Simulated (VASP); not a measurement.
# CrPd3 (Pm-3m) in VASP: a series of runs

Runs on CrPd3. Level: LDA. Tasks: single point.

Program: VASP 6.6.1. These are calculated values, not measurements. Logs are shortened: lines on timing, memory, paths and dates and some standing lists are left out, and cuts for length are marked.

## Step 1: The cell of the first run

Symmetry: Pm-3m, No. 221, cubic system. The conventional cell has a = 3.784 Å, b = 3.784 Å, c = 3.784 Å, α = 90.00°, β = 90.00°, γ = 90.00°. Cr (site symmetry m-3m) has 12 Pd at 2.68 Å within 3.5 Å. Pd (site symmetry 4/mmm) has 4 Cr at 2.68 Å and 8 Pd at 2.68 Å within 3.5 Å.

## Step 2: Single point, LDA, collinear spin, ferromagnetic start

Input file INCAR:

```
ALGO = Normal
EDIFF = 1E-7
ENCUT = 520
ISIF = 2
ISMEAR = -1
ISPIN = 2
LASPH = True
LCHARG = False
LMAXMIX = 4
LORBIT = 11
LREAL = False
LWAVE = False
MAGMOM = 3 0 0 0
NBANDS = 33
NELM = 150
PREC = Accurate
SIGMA = 0.1
```

Input file KPOINTS:

```
k-points
0
Gamma
  6 6 6
```

Input file POSCAR:

```
CrPd3
1.0
    3.7842312751      0.0000000000      0.0000000000
    0.0000000000      3.7842312751      0.0000000000
    0.0000000000      0.0000000000      3.7842312751
Cr Pd
1 3
Direct
    0.0000000000      0.0000000000      0.0000000000
    0.0000000000      0.5000000000      0.5000000000
    0.5000000000      0.0000000000      0.5000000000
    0.5000000000      0.5000000000      0.0000000000
```

Potentials or basis: VASP PAW LDA potentials, release 64 (Cr_pv, Pd).

On the command line:

```sh
$ cat potpaw_LDA.64/Cr_pv/POTCAR potpaw_LDA.64/Pd/POTCAR > POTCAR
$ mpirun -np 1 vasp_std > vasp.out
```

OUTCAR:

```text
EDIFF = 1E-7
   ENCUT = 520
   ISIF = 2
   ISMEAR = -1
   ISPIN = 2
   LASPH = True
   LORBIT = 11
   LREAL = False
   NELM = 150
   PREC = Accurate

 ion  position               nearest neighbor table
   1  0.000  0.000  0.000-   2 2.68   3 2.68   4 2.68   2 2.68   3 2.68   2 2.68   4 2.68   2 2.68
                             3 2.68   4 2.68   3 2.68   4 2.68
   2  0.000  0.500  0.500-   1 2.68   3 2.68   4 2.68   1 2.68   4 2.68   1 2.68   3 2.68   1 2.68
                             3 2.68   4 2.68   4 2.68   3 2.68
   3  0.500  0.000  0.500-   1 2.68   2 2.68   4 2.68   1 2.68   4 2.68   2 2.68   4 2.68   4 2.68
                             1 2.68   2 2.68   1 2.68   2 2.68
   4  0.500  0.500  0.000-   1 2.68   2 2.68   3 2.68   2 2.68   3 2.68   1 2.68   3 2.68   3 2.68
                             1 2.68   2 2.68   2 2.68   1 2.68

  LATTYP: Found a simple cubic cell.
 ALAT       =     3.7842312751

  Lattice vectors:

 A1 = (   3.7842312751,   0.0000000000,   0.0000000000)
 A2 = (   0.0000000000,   3.7842312751,   0.0000000000)
 A3 = (   0.0000000000,   0.0000000000,   3.7842312751)

Analysis of symmetry for initial positions (statically):
=====================================================================
 Subroutine PRICEL returns:
 Original cell was already a primitive cell.

 Routine SETGRP: Setting up the symmetry group for a
 simple cubic supercell.

 Subroutine GETGRP returns: Found 48 space group operations
 (whereof 48 operations were pure point group operations)
 out of a pool of 48 trial point group operations.

The static configuration has the point symmetry O_h .

Analysis of symmetry for dynamics (positions and initial velocities):
=====================================================================
 Subroutine PRICEL returns:
 Original cell was already a primitive cell.

 Routine SETGRP: Setting up the symmetry group for a
 simple cubic supercell.

 Subroutine GETGRP returns: Found 48 space group operations
 (whereof 48 operations were pure point group operations)
 out of a pool of 48 trial point group operations.

The dynamic configuration has the point symmetry O_h .

Analysis of structural, dynamic, and magnetic symmetry:
=====================================================================
 Subroutine PRICEL returns:
 Original cell was already a primitive cell.

 Routine SETGRP: Setting up the symmetry group for a
 simple cubic supercell.

 Subroutine GETGRP returns: Found 48 space group operations
 (whereof 48 operations were pure point group operations)
 out of a pool of 48 trial point group operations.

The overall configuration has the point symmetry O_h .

 Subroutine INISYM returns: Found 48 space group operations
 (whereof 48 operations are pure point group operations),
 and found     1 'primitive' translations

----------------------------------------------------------------------------------------

                                     Primitive cell

  volume of cell :      54.1917

  direct lattice vectors                    reciprocal lattice vectors
     3.784231275  0.000000000  0.000000000     0.264254462  0.000000000  0.000000000
     0.000000000  3.784231275  0.000000000     0.000000000  0.264254462  0.000000000
     0.000000000  0.000000000  3.784231275     0.000000000  0.000000000  0.264254462

  length of vectors
     3.784231275  3.784231275  3.784231275     0.264254462  0.264254462  0.264254462

  position of ions in fractional coordinates (direct lattice)
     0.000000000  0.000000000  0.000000000
     0.000000000  0.500000000  0.500000000
     0.500000000  0.000000000  0.500000000
     0.500000000  0.500000000  0.000000000

  ion indices of the primitive-cell ions
   primitive index   ion index
                 1           1
                 2           2
                 3           3
                 4           4

----------------------------------------------------------------------------------------

 KPOINTS: k-points

Automatic generation of k-mesh.
 Grid dimensions read from file:
 generate k-points for:    6    6    6

 Generating k-lattice:

  Cartesian coordinates                     Fractional coordinates (reciprocal lattice)
     0.044042410  0.000000000  0.000000000     0.166666667  0.000000000  0.000000000
     0.000000000  0.044042410  0.000000000     0.000000000  0.166666667  0.000000000
     0.000000000  0.000000000  0.044042410     0.000000000  0.000000000  0.166666667

  Length of vectors
     0.044042410  0.044042410  0.044042410

  Shift w.r.t. Gamma in fractional coordinates (k-lattice)
     0.000000000  0.000000000  0.000000000

 Subroutine IBZKPT returns following result:
 ===========================================

 Found     20 irreducible k-points:

 Following reciprocal coordinates:
            Coordinates               Weight
  0.000000  0.000000  0.000000      1.000000
  0.166667  0.000000  0.000000      6.000000
  0.333333  0.000000  0.000000      6.000000
  0.500000  0.000000  0.000000      3.000000
  0.166667  0.166667  0.000000     12.000000
  0.333333  0.166667  0.000000     24.000000
[... 12 lines left out ...]
  0.500000  0.500000  0.333333      6.000000
  0.500000  0.500000  0.500000      1.000000
   k-points           NKPTS =     20   k-points in BZ     NKDIM =     20   number of bands    NBANDS=     33
   number of dos      NEDOS =    301   number of ions     NIONS =      4
   total plane-waves  NPLWV =  21952
   dimension x,y,z NGX =    28 NGY =   28 NGZ =   28
   dimension x,y,z NGXF=    56 NGYF=   56 NGZF=   56
   ions per type =               1   3
   NGX,Y,Z   is equivalent  to a cutoff of  12.30, 12.30, 12.30 a.u.
   NGXF,Y,Z  is equivalent  to a cutoff of  24.60, 24.60, 24.60 a.u.
 SYSTEM =  unknown system
   PREC   = accura    normal or accurate (medium, high low for compatibility)
   ISTART =      0    job   : 0-new  1-cont  2-samecut
   ICHARG =      2    charge: 1-file 2-atom 10-const
   ISPIN  =      2    spin polarized calculation?
   LNONCOLLINEAR =      F non collinear calculations
   LSORBIT =      F    spin-orbit coupling
   LASPH  =      T    aspherical Exc in radial PAW
   ENCUT  =  520.0 eV  38.22 Ry    6.18 a.u.   7.04  7.04  7.04*2*pi/ulx,y,z
   NELM   =    150;   NELMIN=  2; NELMDL= -5     # of ELM steps
   EDIFF  = 0.1E-06   stopping-criterion for ELM
   LREAL  =      F    real-space projection
   EDIFFG = 0.1E-05   stopping-criterion for IOM
   NSW    =      0    number of steps for IOM
   IBRION =     -1    ionic relax: 0-MD 1-quasi-New 2-CG
   NFREE  =      0    steps in history (QN), initial steepest desc. (CG)
   ISIF   =      2    stress and relaxation
   ISYM   =      2    0-nonsym 1-usesym 2-fastsym
   POTIM  = 0.5000    time-step for ionic-motion
   TEBEG  =    0.0;   TEEND  =   0.0 temperature during run
   PSTRESS=    0.0 pullay stress
   NELECT =      42.0000    total number of electrons
   NUPDOWN=      -1.0000    fix difference up-down
   EMIN   =  10.00;   EMAX   =-10.00  energy-range for DOS
   EFERMI =   0.00;   METHOD = LEGACY
   ISMEAR =    -1;   SIGMA  =   0.10  broadening in eV -4-tet -1-fermi 0-gaus
   EFERMI_NEDOS =   21; number of points for ismear=-14 and -15
   IALGO  =     38    algorithm
   IMIX   =      4    mixing-type and parameters
     AMIX     =   0.40;   BMIX     =  1.00
     AMIX_MAG =   1.60;   BMIX_MAG =  1.00
  volume/ion in A,a.u.               =      13.55        91.43
  Fermi-wavevector in a.u.,A,eV,Ry     =   1.503766  2.841706 30.767019  2.261312
  Thomas-Fermi vector in A             =   2.614833
   LORBIT       =     11    0 simple, 1 ext, 2 COOP (PROOUT), +10 PAW based schemes
   GGA     = CA    functional components
   LHFCALC =     F    Hartree Fock is set to
   AEXX    =    0.0000 exact exchange contribution
   IVDW    =     0    specifies the selected vdW correction
   LEPSILON=     F    determine dielectric tensor
   LRPA    =     F    only Hartree local field effects (RPA)
 spin polarized calculation
  energy-cutoff  :      520.00
  volume of cell :       54.19
 maximum number of plane-waves:      1492
   NGX = 15   NGY = 15   NGZ = 15

 number of electron      41.9999972 magnetization       2.4727881

 Free energy of the ion-electron system (eV)
  ---------------------------------------------------
  ext. energy  EPLUGINS =         0.00000000
  ---------------------------------------------------
  free energy    TOTEN  =       -30.21421802 eV

  energy without entropy =      -30.07656766  energy(sigma->0) =      -30.14539284

 E-fermi :  10.7611     XC(G=0): -13.7902

 val. band max:       10.7453002776   @ k =   0.5000   0.3333   0.3333
 cond. band min:      10.7635731100   @ k =   0.1667   0.1667   0.0000
 fundamental gap:      0.0182728324
 Fermi energy:        10.7611352482

 spin component 1

 k-point     1 :       0.0000    0.0000    0.0000
  band No.  band energies     occupation
      1     -32.9430      1.00000
      2     -32.9430      1.00000
      3     -32.9430      1.00000
      4       2.6932      1.00000
      5       4.3926      1.00000
      6       4.8432      1.00000
[... 709 lines left out ...]
     32      18.6641      0.00000
     33      27.2831      0.00000
 Fermi energy:        10.7611352482

 spin component 2

 k-point     1 :       0.0000    0.0000    0.0000
  band No.  band energies     occupation
      1     -30.6509      1.00000
      2     -30.6509      1.00000
      3     -30.6509      1.00000
      4       2.8634      1.00000
      5       4.4150      1.00000
      6       5.1040      1.00000
[... 709 lines left out ...]
     32      19.2678      0.00000
     33      27.3839      0.00000

------------------------ aborting loop because EDIFF is reached ----------------------------------------

  FORCE on cell =-STRESS in cart. coord.  units (eV):
  Direction    XX          YY          ZZ          XY          YZ          ZX
  --------------------------------------------------------------------------------------
  -------------------------------------------------------------------------------------
  Total        0.6662159      0.6662159      0.6662159      0.0000000      0.0000000     -0.0000000
  in kB       19.6966586     19.6966586     19.6966586      0.0000000      0.0000000     -0.0000000
  external PRESSURE =      19.6966586 kB  Pullay stress =       0.0000000 kB

 VOLUME and BASIS-vectors are now :
 -----------------------------------------------------------------------------
  energy-cutoff  :      520.00
  volume of cell :       54.19
      direct lattice vectors                 reciprocal lattice vectors
     3.784231275  0.000000000  0.000000000     0.264254462  0.000000000  0.000000000
     0.000000000  3.784231275  0.000000000     0.000000000  0.264254462  0.000000000
     0.000000000  0.000000000  3.784231275     0.000000000  0.000000000  0.264254462

 POSITION                                       TOTAL-FORCE (eV/Angst)
 -----------------------------------------------------------------------------------
      0.00000      0.00000      0.00000         0.000000      0.000000      0.000000
      0.00000      1.89212      1.89212         0.000000      0.000000      0.000000
      1.89212      0.00000      1.89212         0.000000      0.000000      0.000000
      1.89212      1.89212      0.00000         0.000000      0.000000      0.000000
 -----------------------------------------------------------------------------------
    total drift:                                0.000000      0.000000      0.000000

  FREE ENERGIE OF THE ION-ELECTRON SYSTEM (eV)
  ---------------------------------------------------
  free  energy   TOTEN  =       -30.2142180224 eV

  energy  without entropy=      -30.0765676642  energy(sigma->0) =      -30.14539284

 total charge

# of ion       s       p       d       tot
------------------------------------------
    1        0.349   6.257   4.066  10.673
    2        0.566   0.617   8.508   9.691
    3        0.566   0.617   8.508   9.691
    4        0.566   0.617   8.508   9.691
--------------------------------------------------
tot          2.047   8.110  29.591  39.747

 magnetization (x)

# of ion       s       p       d       tot
------------------------------------------
    1        0.016   0.022   2.400   2.438
    2       -0.012  -0.007  -0.010  -0.028
    3       -0.012  -0.007  -0.010  -0.028
    4       -0.012  -0.007  -0.010  -0.028
--------------------------------------------------
tot         -0.019   0.002   2.369   2.353
```

Run time: 56 s. Hardware: 1 thread of Intel Xeon 6975P-C, shared host; peak memory 0.18 GiB.

What came out:

* Free energy: -30.2142 eV
* Pressure: 2.0 GPa
* Net moment: 2.47 μB per cell
* Site moments: Cr +2.44; Pd -0.03 μB
* Valence electrons inside the program's atomic spheres: Cr 10.67; Pd 9.69

## Step 3: Single point, LDA, collinear spin, ferromagnetic start

This run uses another cell than the first one, of 13.94 Å³/atom, 1.029 times its volume.

Input file INCAR:

```
  ALGO = Normal
  EDIFF = 1E-7
  ENCUT = 520
  ISIF = 2
  ISMEAR = -1
  ISPIN = 2
  LASPH = T
  LCHARG = F
  LMAXMIX = 4
  LORBIT = 11
  LREAL = F
  LWAVE = F
  MAGMOM = 3 0 0 0
  NBANDS = 33
  NELM = 150
  PREC = Accurate
  SIGMA = 0.1
```

KPOINTS is that of step 2.

Input file POSCAR:

```
CrPd3
1.0
    3.8204462150      0.0000000000      0.0000000000
    0.0000000000      3.8204462150      0.0000000000
    0.0000000000      0.0000000000      3.8204462150
Cr Pd
1 3
Direct
    0.0000000000      0.0000000000      0.0000000000
    0.0000000000      0.5000000000      0.5000000000
    0.5000000000      0.0000000000      0.5000000000
    0.5000000000      0.5000000000      0.0000000000
```

Potentials or basis: VASP PAW LDA potentials, release 64 (Cr_pv, Pd).

On the command line:

```sh
$ cat potpaw_LDA.64/Cr_pv/POTCAR potpaw_LDA.64/Pd/POTCAR > POTCAR
$ mpirun -np 1 vasp_std > vasp.out
```

Run time: 69 s. Hardware: 1 thread of Intel Xeon 6975P-C, shared host; peak memory 0.18 GiB.

Results (log left out):

- Free energy: -30.2030 eV
- Pressure: -4.2 GPa
- Net moment: 2.49 μB per cell
- Site moments: Cr +2.49; Pd -0.04 μB
- Valence electrons inside the program's atomic spheres: Cr 10.63; Pd 9.62

Levels at points of the mesh, in eV from the Fermi level:
Spin up:
| k point | band 18 | band 19 | band 20 | band 21 | band 22 | band 23 | band 24 | band 25 | band 26 | band 27 |
| --- | --- | --- | --- | --- | --- | --- | --- | --- | --- | --- |
| (0.00, 0.00, 0.00) | 0.12 | 0.12 | 0.26 | 0.26 | 0.69 | 0.69 | 0.69 | 2.84 | 2.84 | 2.84 |
| (0.50, 0.00, 0.00) | -1.74 | -0.94 | -0.91 | -0.91 | -0.64 | -0.24 | 0.12 | 0.69 | 3.95 | 8.56 |
| (0.50, 0.50, 0.00) | -2.30 | -1.67 | -1.63 | -0.84 | -0.65 | -0.65 | 2.13 | 2.13 | 2.25 | 2.31 |
| (0.50, 0.50, 0.50) | -0.26 | 0.28 | 0.28 | 0.32 | 0.32 | 0.32 | 0.33 | 0.33 | 0.33 | 0.72 |
Spin down:
```tsv
k point	band 16	band 17	band 18	band 19	band 20	band 21	band 22	band 23	band 24	band 25
(0.00, 0.00, 0.00)	-0.31	0.11	0.11	0.11	1.89	1.89	2.31	2.31	2.31	3.04
(0.50, 0.00, 0.00)	-1.98	-1.98	-1.73	-0.96	0.12	0.68	0.68	1.36	1.39	2.27
(0.50, 0.50, 0.00)	-2.31	-2.31	-1.70	-1.64	-1.18	0.98	0.98	1.31	2.21	2.21
(0.50, 0.50, 0.50)	-0.26	-0.26	-0.26	0.57	0.57	0.57	0.69	1.63	1.63	1.63
```
